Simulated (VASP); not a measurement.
Wanted: the native input for a VASP 6.6.1 run.

- Task: single point
- Functional: PBE
- Potentials or basis: VASP PAW PBE potentials, release 64 (Fe)
- Cutoff: 520 eV
- k mesh: 2 × 2 × 2
- Occupations: fermi-dirac, width 0.05 eV
- Spin: collinear spin, ferromagnetic start
- Starting moments: [2.208] μB
- Dipole correction: no
- Further INCAR settings: ALGO = Normal; EDIFF = 1e-07; NBANDS = 14

The structure of Fe lies in POSCAR:

```
Fe
1.0
   -1.4163059769      1.4163059769      1.4163059769
    1.4163059769     -1.4163059769      1.4163059769
    1.4163059769      1.4163059769     -1.4163059769
Fe
1
Direct
    0.0000000000      0.0000000000      0.0000000000
```

One way to write it, as run:

INCAR

```
SYSTEM = Fe
PREC = Accurate
ENCUT = 520
EDIFF = 1E-7
ISMEAR = -1
SIGMA = 0.05
LREAL = .False.
LASPH = .True.
NELM = 150
ALGO = Normal
ISIF = 2
LWAVE = .False.
LCHARG = .True.
ISPIN = 2
MAGMOM = 2.208
LORBIT = 11
LMAXMIX = 4
GGA = PE
LELF = .True.
LVHAR = .True.
NBANDS = 14
```

KPOINTS

```
Automatic mesh
0
Gamma
  2 2 2
  0 0 0
```

Potentials or basis: VASP PAW PBE potentials, release 64 (Fe).

Run with:

```bash
$ cat potpaw_PBE.64/Fe/POTCAR > POTCAR
$ mpirun -np 1 vasp_std > vasp.out
```

It gave:

| Property | Result |
| --- | --- |
| Pressure | 29.1 GPa |
| Net moment | 3.50 μB per cell |
| Site moments | Fe +3.23 μB |
| Valence electrons inside the program's atomic spheres | Fe 7.33 |

Caveat: the k points lie up to 1.57 Å⁻¹ apart.

Run time: 4.4 s on 1 thread of Intel(R) Xeon(R) Platinum 8488C (Sapphire Rapids), on a shared host, peak memory 0.12 GiB.
